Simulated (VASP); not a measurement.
Runs of VASP 6.6.1 on LiTlS2. The structure is that of space group P-4m2 (No. 115), or close to it. The cells are those of the table. 

| level | cell | gap on the mesh (eV) | largest force (eV/Å) |
| --- | --- | --- | --- |
| r2SCAN | a = 4.067, b = 4.067, c = 5.719 Å, 4 atoms | (a) | - |
| PBE | a = 4.025, b = 4.025, c = 5.639 Å, 4 atoms | (d) | 0.29 |
| r2SCAN | a = 3.984, b = 3.984, c = 5.602 Å, 4 atoms | 1.40 | 0.35 |
| r2SCAN | a = 4.147, b = 4.147, c = 5.831 Å, 4 atoms | 1.06 | 0.26 |
| PBE | a = 4.067, b = 4.067, c = 5.698 Å, 4 atoms | 0.93 | 0.13 |
| PBE | a = 4.109, b = 4.109, c = 5.757 Å, 4 atoms | 0.85 | 0.01 |
| r2SCAN | a = 4.107, b = 4.107, c = 5.775 Å, 4 atoms | 1.14 | 0.14 |
| PBE | a = 4.149, b = 4.149, c = 5.814 Å, 4 atoms | 0.78 | 0.13 |
| r2SCAN | a = 4.026, b = 4.026, c = 5.661 Å, 4 atoms | (b) | 0.16 |
| PBE | a = 4.189, b = 4.189, c = 5.869 Å, 4 atoms | (c) | 0.23 |
| PBE | a = 4.067, b = 4.067, c = 5.719 Å, 4 atoms | 0.93 | 0.16 |

Alike in all rows: task single point; potentials or basis VASP PAW PBE potentials, release 64 (Li_sv, S, Tl_d); no spin polarisation; k mesh 6 × 6 × 4; cutoff (eV) 520; smearing gaussian 0.01 eV.

Problem. Estimate the missing entries.

Solution. (a) 1.22; (b) 1.31; (c) 0.72; (d) 1.00.

Caveats: spin-orbit coupling is left out, which moves the levels of the heavy elements; the PAW data sets were made with another functional, which shifts forces and pressure a little (some runs).

A k mesh can miss the band edges, and the runs leave out spin-orbit coupling on Tl.
